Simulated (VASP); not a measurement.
Au: relaxation of cell and atoms with PBEsol

The system is Au.

```
Au
1.0
     0.00000    2.03500    2.03500
     2.03500    0.00000    2.03500
     2.03500    2.03500    0.00000
Au
1
Direct
  0.00000 0.00000 0.00000
```

```json
{
  "Program": "VASP 6.6.1",
  "Task": "relaxation of cell and atoms",
  "Functional": "PBEsol",
  "Potentials or basis": "VASP PAW PBE potentials, release 64 (Au)",
  "Cutoff": "600 eV",
  "k mesh": "11 × 11 × 11",
  "Occupations": "fermi-dirac, width 0.05 eV",
  "Spin": "no spin polarisation",
  "Target pressure": "5 GPa",
  "Dipole correction": "no",
  "Further INCAR settings": "ALGO = Normal; EDIFF = 1e-06; IBRION = 2; EDIFFG = -0.01; NSW = 60; ISIF = 3"
}
```

```
Relaxed volume                                         : 16.55 Å³/atom
Relaxed cell                                           : a = 2.861 Å, b = 2.861 Å, c = 2.861 Å, α = 60.00°, β = 60.00°, γ = 60.00°
Space group after relaxing (to 0.05 Å)                 : Fm-3m (No. 225)
Energy change on relaxing (the enthalpy is what falls) : +6.0 meV/atom
Ionic steps                                            : 3
Pressure after relaxing                                : 5.0 GPa
```

Step by step:
| step | energy change (eV) | largest force (eV/Å) | pressure (GPa) | volume (Å³) |
| --- | --- | --- | --- | --- |
| 1 | 0.0000 | 0.0000 | 1.47 | 16.85 |
| 2 | 0.0386 | 0.0000 | 13.11 | 15.97 |
| 3 | 0.0060 | 0.0000 | 4.96 | 16.55 |

Final structure:
```
Au
1.0
     0.00000    2.02285    2.02285
     2.02285    0.00000    2.02285
     2.02285    2.02285    0.00000
Au
1
Direct
  0.00000 0.00000 0.00000
```

Levels at points of the mesh, in eV from the Fermi level:
```tsv
k point	band 2	band 3	band 4	band 5	band 6	band 7	band 8	band 9
(0.00, 0.00, 0.00)	-4.82	-4.82	-4.82	-3.22	-3.22	14.47	18.63	18.63
```

Run time: 14 s on 1 thread of AMD EPYC 9R45 96-Core Processor (Zen 5), with other jobs on the host, peak memory 0.12 GiB.

Caveat: the cell is relaxed towards a set pressure, so the enthalpy falls and the energy may rise; the PAW data sets were made with another functional, which shifts forces and pressure a little; spin-orbit coupling is left out, which moves the levels of the heavy elements.
